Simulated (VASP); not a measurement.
# Na (Im-3m) in VASP: notebook

The runs below take Na through relaxation of cell and atoms, single point, with revPBE, BLYP, PBE.

Everything below comes from runs of VASP 6.6.1. Logs are shortened: lines on timing, memory, paths and dates and some standing lists are left out, and cuts for length are marked.

### Step 1. The cell of the first run

It takes space group Im-3m (No. 229, cubic). The conventional cell has a = 4.282 Å, b = 4.282 Å, c = 4.282 Å, α = 90.00°, β = 90.00°, γ = 90.00°. Na (site symmetry m-3m) has 14 Na at 3.71 to 4.28 Å within 4.9 Å.

### Step 2. Relaxation of cell and atoms, revPBE

INCAR

```
  ALGO = Fast
  EDIFF = 1E-6
  EDIFFG = -0.01
  ENCUT = 600
  GGA = RE
  IBRION = 2
  ISIF = 3
  ISMEAR = -1
  LASPH = T
  LCHARG = F
  LREAL = F
  LWAVE = F
  NELM = 100
  NSW = 60
  PREC = Accurate
  SIGMA = 0.05
```

KPOINTS

```
k-points
0
Gamma
  9 9 9
```

POSCAR

```
Na
1.0
   -2.1410000000      2.1410000000      2.1410000000
    2.1410000000     -2.1410000000      2.1410000000
    2.1410000000      2.1410000000     -2.1410000000
Na
1
Direct
    0.0000000000      0.0000000000      0.0000000000
```

Potentials or basis: VASP PAW PBE potentials, release 64 (Na_pv).

On the command line:

```bash
$ cat potpaw_PBE.64/Na_pv/POTCAR > POTCAR
$ mpirun -np 1 vasp_std > vasp.out
```

OUTCAR:

```text
EDIFF = 1E-6
   EDIFFG = -0.01
   ENCUT = 600
   GGA = RE
   IBRION = 2
   ISIF = 3
   ISMEAR = -1
   LASPH = T
   LREAL = F
   NELM = 100
   NSW = 60
   PREC = Accurate

 ion  position               nearest neighbor table
   1  0.000  0.000  0.000-

  LATTYP: Found a body centered cubic cell.
 ALAT       =     4.2820000000

  Lattice vectors:

 A1 = (  -2.1410000000,   2.1410000000,   2.1410000000)
 A2 = (   2.1410000000,  -2.1410000000,   2.1410000000)
 A3 = (   2.1410000000,   2.1410000000,  -2.1410000000)

Analysis of symmetry for initial positions (statically):
=====================================================================
 Subroutine PRICEL returns:
 Original cell was already a primitive cell.

 Routine SETGRP: Setting up the symmetry group for a
 body centered cubic supercell.

 Subroutine GETGRP returns: Found 48 space group operations
[... 9 lines left out ...]

 Routine SETGRP: Setting up the symmetry group for a
 body centered cubic supercell.

 Subroutine GETGRP returns: Found 48 space group operations
[... 11 lines left out ...]
                                     Primitive cell

  volume of cell :      39.2564

  direct lattice vectors                    reciprocal lattice vectors
    -2.141000000  2.141000000  2.141000000     0.000000000  0.233535731  0.233535731
     2.141000000 -2.141000000  2.141000000     0.233535731  0.000000000  0.233535731
     2.141000000  2.141000000 -2.141000000     0.233535731  0.233535731  0.000000000

  length of vectors
     3.708320779  3.708320779  3.708320779     0.330269398  0.330269398  0.330269398

  position of ions in fractional coordinates (direct lattice)
     0.000000000  0.000000000  0.000000000

  ion indices of the primitive-cell ions
   primitive index   ion index
                 1           1

----------------------------------------------------------------------------------------

 KPOINTS: k-points

Automatic generation of k-mesh.
 Grid dimensions read from file:
 generate k-points for:    9    9    9

 Generating k-lattice:

  Cartesian coordinates                     Fractional coordinates (reciprocal lattice)
     0.000000000  0.025948415  0.025948415     0.111111111  0.000000000  0.000000000
     0.025948415  0.000000000  0.025948415     0.000000000  0.111111111  0.000000000
     0.025948415  0.025948415  0.000000000     0.000000000  0.000000000  0.111111111

  Length of vectors
     0.036696600  0.036696600  0.036696600

  Shift w.r.t. Gamma in fractional coordinates (k-lattice)
     0.000000000  0.000000000  0.000000000

 Subroutine IBZKPT returns following result:
 ===========================================

 Found     35 irreducible k-points:

 Following reciprocal coordinates:
            Coordinates               Weight
  0.000000  0.000000  0.000000      1.000000
  0.111111  0.000000  0.000000     12.000000
  0.222222  0.000000  0.000000     12.000000
  0.333333  0.000000  0.000000     12.000000
  0.444444  0.000000  0.000000     12.000000
  0.111111  0.111111  0.000000     24.000000
[... 16 lines left out ...]
 -0.333333  0.444444  0.111111     48.000000
 -0.444444 -0.444444  0.111111     24.000000
 [... further k-points ...]
   k-points           NKPTS =     35   k-points in BZ     NKDIM =     35   number of bands    NBANDS=      7
   number of dos      NEDOS =    301   number of ions     NIONS =      1
   total plane-waves  NPLWV =  27000
   dimension x,y,z NGX =    30 NGY =   30 NGZ =   30
   dimension x,y,z NGXF=    60 NGYF=   60 NGZF=   60
   ions per type =               1
   NGX,Y,Z   is equivalent  to a cutoff of  13.45, 13.45, 13.45 a.u.
   NGXF,Y,Z  is equivalent  to a cutoff of  26.90, 26.90, 26.90 a.u.
 SYSTEM =  unknown system
   PREC   = accura    normal or accurate (medium, high low for compatibility)
   ISTART =      0    job   : 0-new  1-cont  2-samecut
   ICHARG =      2    charge: 1-file 2-atom 10-const
   ISPIN  =      1    spin polarized calculation?
   LNONCOLLINEAR =      F non collinear calculations
   LSORBIT =      F    spin-orbit coupling
   LASPH  =      T    aspherical Exc in radial PAW
   ENCUT  =  600.0 eV  44.10 Ry    6.64 a.u.   7.41  7.41  7.41*2*pi/ulx,y,z
   NELM   =    100;   NELMIN=  2; NELMDL= -5     # of ELM steps
   EDIFF  = 0.1E-05   stopping-criterion for ELM
   LREAL  =      F    real-space projection
   EDIFFG = -.1E-01   stopping-criterion for IOM
   NSW    =     60    number of steps for IOM
   IBRION =      2    ionic relax: 0-MD 1-quasi-New 2-CG
   NFREE  =      1    steps in history (QN), initial steepest desc. (CG)
   ISIF   =      3    stress and relaxation
   ISYM   =      2    0-nonsym 1-usesym 2-fastsym
   POTIM  = 0.5000    time-step for ionic-motion
   TEBEG  =    0.0;   TEEND  =   0.0 temperature during run
   PSTRESS=    0.0 pullay stress
   NELECT =       7.0000    total number of electrons
   NUPDOWN=      -1.0000    fix difference up-down
   EMIN   =  10.00;   EMAX   =-10.00  energy-range for DOS
   EFERMI =   0.00;   METHOD = LEGACY
   ISMEAR =    -1;   SIGMA  =   0.05  broadening in eV -4-tet -1-fermi 0-gaus
   EFERMI_NEDOS =   21; number of points for ismear=-14 and -15
   IALGO  =     68    algorithm
   IMIX   =      4    mixing-type and parameters
     AMIX     =   0.40;   BMIX     =  1.00
     AMIX_MAG =   1.60;   BMIX_MAG =  1.00
  volume/ion in A,a.u.               =      39.26       264.91
  Fermi-wavevector in a.u.,A,eV,Ry     =   0.921448  1.741284 11.552251  0.849066
  Thomas-Fermi vector in A             =   2.046866
   LORBIT       =      0    0 simple, 1 ext, 2 COOP (PROOUT), +10 PAW based schemes
   GGA     = RE    functional components
   LHFCALC =     F    Hartree Fock is set to
   AEXX    =    0.0000 exact exchange contribution
   IVDW    =     0    specifies the selected vdW correction
   LEPSILON=     F    determine dielectric tensor
   LRPA    =     F    only Hartree local field effects (RPA)
 conjugate gradient relaxation of ions
 non-spin polarized calculation
 RMM-DIIS sequential band-by-band and
  energy-cutoff  :      600.00
  volume of cell :       39.26
 maximum number of plane-waves:      1329
 NGX is ok and might be reduce to    30
   NGX = 15   NGY = 15   NGZ = 15

 number of electron       7.0000007 magnetization

 Free energy of the ion-electron system (eV)
  ---------------------------------------------------
  ext. energy  EPLUGINS =         0.00000000
  ---------------------------------------------------
  free energy    TOTEN  =        -1.20956139 eV

  energy without entropy =       -1.20624883  energy(sigma->0) =       -1.20790511

 E-fermi :   0.2616     XC(G=0):  -6.2338

 val. band max:        0.1662080606   @ k =  -0.3333   0.4444   0.1111
 cond. band min:       0.3562162383   @ k =   0.4444   0.0000   0.0000
 fundamental gap:      0.1900081776
 Fermi energy:         0.2615632284

 k-point     1 :       0.0000    0.0000    0.0000
  band No.  band energies     occupation
      1     -24.6876      2.00000
      2     -24.6876      2.00000
      3     -24.6876      2.00000
      4      -2.8800      2.00000
      5      11.6803      0.00000
      6      11.6803      0.00000
      7      11.6803      0.00000

 k-point     2 :       0.1111    0.0000    0.0000
  band No.  band energies     occupation
      1     -24.6909      2.00000
      2     -24.6887      2.00000
      3     -24.6875      2.00000
      4      -2.6714      2.00000
      5       9.4694      0.00000
      6      10.6279      0.00000
      7      10.9858      0.00000

 k-point     3 :       0.2222    0.0000    0.0000
  band No.  band energies     occupation
      1     -24.6994      2.00000
      2     -24.6916      2.00000
      3     -24.6875      2.00000
      4      -2.0505      2.00000
      5       6.7306      0.00000
      6       9.4750      0.00000
      7      10.0980      0.00000

 k-point     4 :       0.3333    0.0000    0.0000
  band No.  band energies     occupation
      1     -24.7089      2.00000
      2     -24.6949      2.00000
      3     -24.6875      2.00000
      4      -1.0311      2.00000
      5       4.2865      0.00000
      6       8.6849      0.00000
      7       9.4753      0.00000

 k-point     5 :       0.4444    0.0000    0.0000
  band No.  band energies     occupation
      1     -24.7151      2.00000
      2     -24.6970      2.00000
      3     -24.6875      2.00000
      4       0.3562      0.26179
      5       2.1872      0.00000
      6       8.2871      0.00000
      7       9.1618      0.00000

 k-point     6 :       0.1111    0.1111    0.0000
  band No.  band energies     occupation
      1     -24.6968      2.00000
      2     -24.6899      2.00000
      3     -24.6884      2.00000
      4      -2.2567      2.00000
      5       7.9551      0.00000
      6       8.4839      0.00000
      7      10.1261      0.00000

 k-point     7 :       0.2222    0.1111   -0.0000
  band No.  band energies     occupation
      1     -24.7051      2.00000
      2     -24.6934      2.00000
      3     -24.6887      2.00000
      4      -1.4365      2.00000
      5       5.5768      0.00000
      6       7.3574      0.00000
      7       9.2742      0.00000

 k-point     8 :       0.3333    0.1111    0.0000
  band No.  band energies     occupation
      1     -24.7121      2.00000
      2     -24.6968      2.00000
      3     -24.6887      2.00000
      4      -0.2301      1.99989
      5       3.3258      0.00000
      6       6.7722      0.00000
      7       8.7396      0.00000

 k-point     9 :       0.4444    0.1111   -0.0000
  band No.  band energies     occupation
      1     -24.7149      2.00000
      2     -24.6982      2.00000
      3     -24.6887      2.00000
      4       1.1362      0.00000
      5       1.6082      0.00000
      6       6.5789      0.00000
      7       8.5586      0.00000

 k-point    10 :       0.2222    0.2222    0.0000
  band No.  band energies     occupation
      1     -24.7097      2.00000
      2     -24.6971      2.00000
      3     -24.6901      2.00000
      4      -0.4288      2.00000
      5       4.5287      0.00000
      6       5.2595      0.00000
      7       8.5432      0.00000

 k-point    11 :       0.3333    0.2222   -0.0000
  band No.  band energies     occupation
      1     -24.7116      2.00000
      2     -24.7011      2.00000
      3     -24.6905      2.00000
      4       0.9382      0.00000
      5       2.7316      0.00000
      6       4.6024      0.00000
      7       8.1683      0.00000
[... 51 lines left out ...]
 k-point    17 :       0.2222    0.2222    0.1111
  band No.  band energies     occupation
      1     -24.7100      2.00000
      2     -24.6981      2.00000
      3     -24.6928      2.00000
      4       0.5563      0.00550
      5       3.7689      0.00000
      6       4.3829      0.00000
      7       6.2349      0.00000

 k-point    18 :       0.3333    0.2222    0.1111
  band No.  band energies     occupation
      1     -24.7084      2.00000
      2     -24.7018      2.00000
      3     -24.6933      2.00000
      4       1.8847      0.00000
      5       2.3352      0.00000
      6       3.9823      0.00000
      7       5.9975      0.00000

 k-point    19 :      -0.2222    0.2222    0.1111
  band No.  band energies     occupation
      1     -24.6992      2.00000
      2     -24.6928      2.00000
      3     -24.6903      2.00000
      4      -1.8450      2.00000
      5       6.8789      0.00000
      6       8.3070      0.00000
      7       9.0878      0.00000

 k-point    20 :      -0.3333    0.3333    0.1111
  band No.  band energies     occupation
      1     -24.7083      2.00000
      2     -24.6961      2.00000
      3     -24.6901      2.00000
      4      -0.8294      2.00000
      5       4.4667      0.00000
      6       7.5766      0.00000
      7       8.4508      0.00000

 k-point    21 :      -0.2222    0.3333    0.1111
  band No.  band energies     occupation
      1     -24.7052      2.00000
      2     -24.6962      2.00000
      3     -24.6919      2.00000
      4      -1.0309      2.00000
      5       5.6725      0.00000
      6       6.3681      0.00000
      7       9.1259      0.00000

 k-point    22 :      -0.4444    0.4444    0.1111
  band No.  band energies     occupation
      1     -24.7143      2.00000
      2     -24.6983      2.00000
      3     -24.6899      2.00000
      4       0.5519      0.00600
      5       2.3807      0.00000
      6       7.2100      0.00000
      7       8.0871      0.00000

 k-point    23 :      -0.3333    0.4444    0.1111
  band No.  band energies     occupation
      1     -24.7109      2.00000
      2     -24.6999      2.00000
      3     -24.6921      2.00000
      4       0.1662      1.74139
      5       3.6802      0.00000
      6       5.5515      0.00000
      7       8.9531      0.00000

 k-point    24 :      -0.4444   -0.4444    0.1111
  band No.  band energies     occupation
      1     -24.7132      2.00000
      2     -24.7015      2.00000
      3     -24.6921      2.00000
      4       1.5107      0.00000
      5       2.0034      0.00000
      6       5.3411      0.00000
      7       8.8119      0.00000

 [... further k-points ...]
[... 5 lines left out ...]
  --------------------------------------------------------------------------------------
  -------------------------------------------------------------------------------------
  Total        0.0098461      0.0098461      0.0098461      0.0000000     -0.0000000      0.0000000
  in kB        0.4018498      0.4018498      0.4018498      0.0000000     -0.0000000      0.0000000
  external PRESSURE =       0.4018498 kB  Pullay stress =       0.0000000 kB

 VOLUME and BASIS-vectors are now :
 -----------------------------------------------------------------------------
  energy-cutoff  :      600.00
  volume of cell :       39.26
      direct lattice vectors                 reciprocal lattice vectors
    -2.141000000  2.141000000  2.141000000     0.000000000  0.233535731  0.233535731
     2.141000000 -2.141000000  2.141000000     0.233535731  0.000000000  0.233535731
     2.141000000  2.141000000 -2.141000000     0.233535731  0.233535731  0.000000000

 POSITION                                       TOTAL-FORCE (eV/Angst)
 -----------------------------------------------------------------------------------
      0.00000      0.00000      0.00000        -0.000000      0.000000      0.000000
 -----------------------------------------------------------------------------------
    total drift:                               -0.000000     -0.000000      0.000000

  FREE ENERGIE OF THE ION-ELECTRON SYSTEM (eV)
  ---------------------------------------------------
  free  energy   TOTEN  =        -1.2095613932 eV

  energy  without entropy=       -1.2062488255  energy(sigma->0) =       -1.20790511

 reached required accuracy - stopping structural energy minimisation
```

Wall time 15 s (1 thread of Intel Xeon 6975P-C, shared host); peak memory 0.15 GiB.

Results:

```
Free energy             : -1.2096 eV
Pressure after relaxing : 0.0 GPa
```

Final structure:
```
CELL_PARAMETERS angstrom
-2.14100 2.14100 2.14100
2.14100 -2.14100 2.14100
2.14100 2.14100 -2.14100
ATOMIC_POSITIONS crystal
Na 0.00000 0.00000 0.00000
```

Caveat: the relaxation stopped at its first step, so nothing moved; the PAW data sets were made with another functional, which shifts forces and pressure a little.

(Continued in part 2 of 2.)
